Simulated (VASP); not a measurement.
Runs of VASP 6.6.1 on Si. The structure is that of space group I4_1/amd (No. 141), or close to it. The cells are those of the table. 

```tsv
cell	gap on the mesh (eV)	pressure (GPa)
a = 3.996, b = 3.560, c = 3.942 Å, angles 64.1, 53.3, 62.6°, 2 atoms	none	0.0
a = 3.897, b = 3.681, c = 3.892 Å, angles 61.9, 56.4, 61.7°, 2 atoms	none	0.1
a = 4.044, b = 3.746, c = 3.699 Å, angles 65.8, 57.7, 56.5°, 2 atoms	none	(a)
a = 3.927, b = 3.595, c = 3.966 Å, angles 62.3, 54.2, 63.5°, 2 atoms	none	0.0
a = 4.027, b = 3.725, c = 3.733 Å, angles 65.4, 57.2, 57.4°, 2 atoms	none	-0.3
```

Alike in all rows: task single point; level LDA; potentials or basis VASP PAW LDA potentials, release 64 (Si); no spin polarisation; k mesh 12 × 12 × 12; cutoff (eV) 520; smearing gaussian 0.05 eV.

Q: Fill in the values left out.

A: (a) -0.4.

Caveats: semilocal functionals underestimate gaps, so a narrow gap can read as zero (at least some runs).

A gap of «none» marks levels without a gap at the run's occupations.
